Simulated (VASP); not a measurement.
Set up this calculation in VASP 6.6.1, as the native input.

| Item | Value |
| --- | --- |
| Task | relaxation of cell and atoms |
| Functional | PBE |
| Potentials or basis | VASP PAW PBE potentials, release 64 (Fe, Bi_d, O) |
| Cutoff | 600 eV |
| k mesh | 4 × 4 × 4 |
| Occupations | gaussian, width 0.1 eV |
| Spin | collinear spin, ferromagnetic start |
| Starting moments | [4.0, 0.0, 0.0, 0.0, 0.0, 0.0] μB |
| Dipole correction | no |
| Further INCAR settings | ALGO = Normal; EDIFF = 1e-06; IBRION = 2; EDIFFG = -0.04; NSW = 90; ISIF = 3 |

The structure of FeBiO4 lies in POSCAR:

```
FeBiO4
1.0
    0.0000000000      3.3559588900      3.3559588900
    3.3559588900      0.0000000000      3.3559588900
    3.3559588900      3.3559588900      0.0000000000
Fe Bi O
1 1 4
Direct
    0.7500000000      0.7500000000      0.7500000000
    0.0000000000      0.0000000000      0.0000000000
    0.8769740200      0.3743419900      0.3743419900
    0.3743419900      0.3743419900      0.3743419900
    0.3743419900      0.8769740200      0.3743419900
    0.3743419900      0.3743419900      0.8769740200
```

The cell was built from a structure type or drawn by symmetry, and may not be a known phase.

One way to write it, as run:

INCAR

```
SYSTEM = FeBiO4
  PREC = Accurate
  ENCUT = 600
  EDIFF = 1E-6
  ISMEAR = 0
  SIGMA = 0.1
  LREAL = .False.
  LASPH = .True.
  NELM = 150
  ALGO = Normal
  ISIF = 3
  LWAVE = .False.
  LCHARG = .False.
  ISPIN = 2
  MAGMOM = 4 0 0 0 0 0
  LORBIT = 11
  LMAXMIX = 4
  GGA = PE
  IBRION = 2
  NSW = 90
  EDIFFG = -0.04
```

KPOINTS

```
regular mesh
0
Gamma
  4 4 4
  0 0 0
```

Potentials or basis: VASP PAW PBE potentials, release 64 (Fe, Bi_d, O).

The run is started by

```bash
$ cat potpaw_PBE.64/Fe/POTCAR potpaw_PBE.64/Bi_d/POTCAR potpaw_PBE.64/O/POTCAR > POTCAR
$ mpirun -np 1 vasp_std > vasp.out
```

It gave:

| Quantity | Value |
| --- | --- |
| Relaxed volume | 11.78 Å³/atom |
| Relaxed cell | a = 4.641 Å, b = 4.641 Å, c = 4.641 Å, α = 60.00°, β = 60.00°, γ = 60.00° |
| Space group after relaxing (to 0.1 Å) | F-43m (No. 216) |
| Energy gained by relaxing | 92.2 meV/atom |
| Ionic steps | 8 |
| Pressure after relaxing | 0.0 GPa |
| Band gap on the k mesh | zero (filled and empty bands overlap) |
| Net moment | 7.00 μB per cell |
| Site moments | Fe +3.06; Bi -0.19; O +0.93 μB |
| Valence electrons inside the program's atomic spheres | Fe 6.57; Bi 12.50; O 4.74 |

Caveat: the k points lie up to 0.41 Å⁻¹ apart in the final cell, too coarse for converged energies and pressures of a metal; spin-orbit coupling is left out, which moves the levels of the heavy elements; a cell with one magnetic atom can't hold antiferromagnetic order, which such compounds often take; semilocal functionals often make such compounds metallic where correlation or magnetic order opens a gap, which also shifts bond lengths.

Run time: 15 min on 1 thread of Intel Xeon 8259CL (shared host), peak memory 0.32 GiB.
